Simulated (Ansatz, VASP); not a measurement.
# B4MoRu: VASP beside Ansatz

INCAR

```
ALGO     = Normal         # electronic algorithm
EDIFF    = 1E-6           # SCF threshold, eV
EDIFFG   = -0.04          # ionic threshold
ENCUT    = 600            # plane-wave cutoff, eV
GGA      = PE             # functional
IBRION   = 2              # ionic algorithm
ISIF     = 3              # what is computed and relaxed
ISMEAR   = 0              # smearing method
LASPH    = T              # aspherical terms in the spheres
LCHARG   = F              # write CHGCAR
LREAL    = F              # projectors in reciprocal space
LWAVE    = F              # write WAVECAR
NELM     = 100            # most SCF steps
NSW      = 90             # ionic steps
PREC     = Accurate       # precision mode
SIGMA    = 0.1            # smearing width, eV
```

The input KPOINTS:

```
k-points
0
Gamma
  4 4 4
```

File POSCAR:

```
B4MoRu
1.0
    0.0000000000      3.2427926400      3.2427926400
    3.2427926400      0.0000000000      3.2427926400
    3.2427926400      3.2427926400      0.0000000000
B Mo Ru
4 1 1
Direct
    0.0842750700      0.0842750700      0.0842750700
    0.0842750700      0.0842750700      0.7471747900
    0.0842750700      0.7471747900      0.0842750700
    0.7471747900      0.0842750700      0.0842750700
    0.2500000000      0.2500000000      0.2500000000
    0.5000000000      0.5000000000      0.5000000000
```

Input for Ansatz:

```yaml
crystal:
  lattice:
    - [0.0, 3.24279264, 3.24279264]
    - [3.24279264, 0.0, 3.24279264]
    - [3.24279264, 3.24279264, 0.0]
  atoms:
    - { symbol: B, position: [0.08427507, 0.08427507, 0.08427507] }
    - { symbol: B, position: [0.08427507, 0.08427507, 0.74717479] }
    - { symbol: B, position: [0.08427507, 0.74717479, 0.08427507] }
    - { symbol: B, position: [0.74717479, 0.08427507, 0.08427507] }
    - { symbol: Mo, position: [0.25, 0.25, 0.25] }
    - { symbol: Ru, position: [0.5, 0.5, 0.5] }
basis:
  ecutwfc: 420
kpoints:
  mp_grid: { grid: [4, 4, 4] }
hamiltonian:
  xc: pbe
scf:
  occupations: { method: gaussian, width: 0.1 }
  lower_state_search: "off"
output:
  forces: true
  stress: true
  eigenvalues: true
relax:
  adjacent_minimum: "off"
  f_tol: 0.04
  max_steps: 70
  cell: { stress_tol: 0.4 }
```

Alike in both runs: task relaxation of cell and atoms; functional PBE; k mesh 4 × 4 × 4; occupations gaussian, width 0.1 eV; no spin polarisation.

```csv
,VASP,Ansatz
version,VASP 6.6.1,Ansatz 0.2.0
potentials or method,"VASP PAW PBE potentials, release 64 (B, Mo_sv, Ru_pv), cutoff 600 eV","scalar-relativistic, plane waves, PAW"
valence electrons in the cell,40,42
```

```tsv
	VASP	Ansatz	Ansatz less VASP
gap on the k mesh at the Fermi level, each at its own relaxed structure (eV)	none	none	-
relaxed volume (Å³/atom)	14.48	14.45	-0.032
relaxed cell length with the largest relative difference (Å)	4.972	4.968	-0.0037
```

A gap of «none» marks a metal or a gap that the smearing closes. VASP's potentials hold 40 valence electrons a cell and Ansatz's 42, so a difference there can come from the potentials and not from the codes.

The k mesh is coarse, so the values compare programs but aren't converged. Noted on VASP's run: the volume moved by over 15 % at a fixed basis, so the end points are rough.
